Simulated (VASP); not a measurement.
Write the native input for VASP 6.6.1 that does the following.

- Task: single point
- Functional: PBE
- Potentials or basis: VASP PAW PBE potentials, release 64 (Ru_pv, Ir)
- Cutoff: 520 eV
- k mesh: 18 × 18 × 2
- Occupations: gaussian, width 0.1 eV
- Spin: no spin polarisation
- Dipole correction: no
- Further INCAR settings: ALGO = Fast; EDIFF = 1e-07; NBANDS = 66

The structure of Ir3Ru2 lies in POSCAR:

```
Ir3Ru2
1.0
    2.7398362281      0.0000000000      0.0000000000
   -1.3699181140      2.3727677757      0.0000000000
    0.0000000000      0.0000000000     21.8756205000
Ru Ir
4 6
Direct
    0.6666666667      0.3333333333      0.0997930000
    0.6666666667      0.3333333333      0.2986790000
    0.6666666667      0.3333333333      0.7013210000
    0.6666666667      0.3333333333      0.9002070000
    0.3333333333      0.6666666667      0.0000000000
    0.3333333333      0.6666666667      0.1991900000
    0.3333333333      0.6666666667      0.3971630000
    0.3333333333      0.6666666667      0.6028370000
    0.3333333333      0.6666666667      0.8008100000
    0.6666666667      0.3333333333      0.5000000000
```

The input as run:

INCAR

```
PREC     = Accurate       # precision mode
ENCUT    = 520            # plane-wave cutoff, eV
EDIFF    = 1E-7           # SCF threshold, eV
ISMEAR   = 0              # smearing method
SIGMA    = 0.1            # smearing width, eV
LREAL    = F              # projectors in reciprocal space
LASPH    = T              # aspherical terms in the spheres
NELM     = 80             # most SCF steps
ALGO     = Fast           # electronic algorithm
ISIF     = 2              # what is computed and relaxed
LWAVE    = F              # write WAVECAR
LCHARG   = F              # write CHGCAR
GGA      = PE             # functional
NBANDS   = 66             # bands
```

KPOINTS

```
Automatic mesh
0
Gamma
  18 18 2
```

Potentials or basis: VASP PAW PBE potentials, release 64 (Ru_pv, Ir).

Launch:

```console
$ cat potpaw_PBE.64/Ru_pv/POTCAR potpaw_PBE.64/Ir/POTCAR > POTCAR
$ mpirun -np 1 vasp_std > vasp.out
```

Results of the run:

```
Pressure               : 0.3 GPa
Largest force          : 0.020 eV/Å
Band gap on the k mesh : zero (bands 55 and 56 overlap by 2.58 eV)
```

Caveat: spin-orbit coupling is left out, which moves the levels of the heavy elements.

It took 46 min on 1 thread of Intel Xeon 8259CL (shared host), peak memory 0.62 GiB.
